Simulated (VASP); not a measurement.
Set up this calculation in VASP 6.6.1, as the native input.

```
Task                   : electric field gradients
Functional             : PBE
Potentials or basis    : VASP PAW PBE potentials, release 64 (Li_sv, Br)
Cutoff                 : 650 eV
k mesh                 : 9 × 9 × 9
Occupations            : fermi-dirac, width 0.03 eV
Spin                   : no spin polarisation
Dipole correction      : no
Further INCAR settings : ALGO = Normal; EDIFF = 1e-08; NBANDS = 12
```

The structure of LiBr lies in POSCAR:

```
LiBr
1.0
    0.0000000000      2.3827205951      2.3827205951
    2.3827205951      0.0000000000      2.3827205951
    2.3827205951      2.3827205951      0.0000000000
Li Br
1 1
Direct
    0.0000000000      0.0000000000      0.0000000000
    0.5000000000      0.5000000000      0.5000000000
```

This cell differs from its parent crystal: volume scaled by 0.65.

These files were run (other wordings do the same):

INCAR

```
SYSTEM = LiBr
PREC = Accurate
ENCUT = 650
EDIFF = 1E-8
ISMEAR = -1
SIGMA = 0.03
LREAL = .FALSE.
LASPH = .TRUE.
NELM = 120
ALGO = Normal
ISIF = 2
LWAVE = .FALSE.
LCHARG = .FALSE.
GGA = PE
LEFG = .TRUE.
NBANDS = 12
GGA_COMPAT = .FALSE.
```

KPOINTS

```
Automatic mesh
0
G
  9 9 9
  0 0 0
```

Potentials or basis: VASP PAW PBE potentials, release 64 (Li_sv, Br).

Run with:

```sh
$ cat potpaw_PBE.64/Li_sv/POTCAR potpaw_PBE.64/Br/POTCAR > POTCAR
$ mpirun -np 1 vasp_std > vasp.out
```

It gave:

```json
{
  "Pressure": "28.9 GPa",
  "Band gap on the k mesh": "5.79 eV, indirect (least direct gap 6.34 eV)"
}
```

Caveat: without QUAD_EFG the Cq values of the log hold for a quadrupole moment of 1 mb, not for the nuclei.

Wall time 7.8 s on 1 thread of AMD EPYC 9R45 (Zen 5), with other jobs on the host, peak memory 0.13 GiB.
